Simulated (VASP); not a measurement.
Wanted: the native input for a VASP 6.6.1 run.

- Task: single point
- Functional: PBEsol
- Potentials or basis: VASP PAW PBE potentials, release 64 (Ti_sv, Al)
- Cutoff: 520 eV
- k mesh: 18 × 18 × 6
- Occupations: gaussian, width 0.15 eV
- Spin: no spin polarisation
- Dipole correction: no
- Further INCAR settings: ALGO = Fast; EDIFF = 1e-07; NBANDS = 28

The structure of Ti3Al lies in POSCAR:

```
Ti3Al
1.0
    2.8292886693      0.0000000000      0.0000000000
   -1.4146443346      2.4502358623      0.0000000000
    0.0000000000      0.0000000000     10.0813213865
Ti Al
3 1
Direct
    0.6666666667      0.3333333333      0.0000000000
    0.3333333333      0.6666666667      0.7511732072
    0.3333333333      0.6666666667      0.2488267928
    0.6666666667      0.3333333333      0.5000000000
```

These files were run (other wordings do the same):

INCAR

```
SYSTEM = Ti3Al
PREC     = Accurate       ! precision mode
ENCUT    = 520            ! plane-wave cutoff, eV
EDIFF    = 1E-7           ! SCF threshold, eV
ISMEAR   = 0              ! smearing method
SIGMA    = 0.15           ! smearing width, eV
LREAL    = .False.        ! projectors in reciprocal space
LASPH    = .True.         ! aspherical terms in the spheres
NELM     = 100            ! most SCF steps
ALGO     = Fast           ! electronic algorithm
ISIF     = 2              ! what is computed and relaxed
LWAVE    = .False.        ! write WAVECAR
LCHARG   = .False.        ! write CHGCAR
GGA      = PS             ! functional
NBANDS   = 28             ! bands
```

KPOINTS

```
Automatic mesh
0
Gamma
  18 18 6
  0 0 0
```

Potentials or basis: VASP PAW PBE potentials, release 64 (Ti_sv, Al).

Command:

```sh
$ cat potpaw_PBE.64/Ti_sv/POTCAR potpaw_PBE.64/Al/POTCAR > POTCAR
$ mpirun -np 1 vasp_std > vasp.out
```

Results of the run:

- Pressure: -5.6 GPa
- Largest force: 0.250 eV/Å
- Band gap on the k mesh: zero (an odd number of electrons rules out a gap without spin polarisation)

Caveat: the stress differs along the axes, from -15 to -1 GPa; the PAW data sets were made with another functional, which shifts forces and pressure a little.

Wall time 17 min on 1 thread of Intel(R) Xeon(R) Platinum 8375C CPU @ 2.90GHz (Ice Lake) (shared host), peak memory 0.37 GiB.
